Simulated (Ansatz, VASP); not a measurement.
## ZrSi4Ru in VASP and in Ansatz

```xyz
6
Lattice="4.6113 0.0000 0.0000 -2.3057 3.9935 0.0000 0.0000 0.0000 9.7730" Properties=species:S:1:pos:R:3 pbc="T T T"
Zr    0.0000    0.0000    4.8865
Si    0.0000    2.6623    4.8865
Si    2.3057    1.3312    4.8865
Si    0.0000    0.0000    2.2805
Si    0.0000    0.0000    7.4925
Ru    0.0000    0.0000    0.0000
```

Alike in both runs: functional PBE; k mesh 12 × 12 × 4; occupations gaussian, width 0.1 eV; collinear spin.

Ansatz relaxed the structure, and its values are those at the end. VASP's run is a single point on that final structure, the one shown.

|  | VASP | Ansatz |
| --- | --- | --- |
| version | VASP 6.6.1 | Ansatz 0.2.0 |
| potentials or method | VASP PAW PBE potentials, release 64 (Zr_sv, Si, Ru_pv), cutoff 520 eV | scalar-relativistic, plane waves, PAW |
| valence electrons in the cell | 42 | 44 |

```csv
,VASP,Ansatz,Ansatz less VASP
gap on the k mesh at the Fermi level (eV),none,none,-
pressure (GPa),0.0,0.0,-0.01
net moment per atom (μB),0.29,0.29,+0.001
size of the moment on the site where the two differ most (μB),1.67,1.37,-0.294
```

Site moments also hang on the region over which each program counts them. A gap of «none» marks a metal or a gap that the smearing closes. VASP's potentials hold 42 valence electrons a cell and Ansatz's 44, so a difference there can come from the potentials and not from the codes.
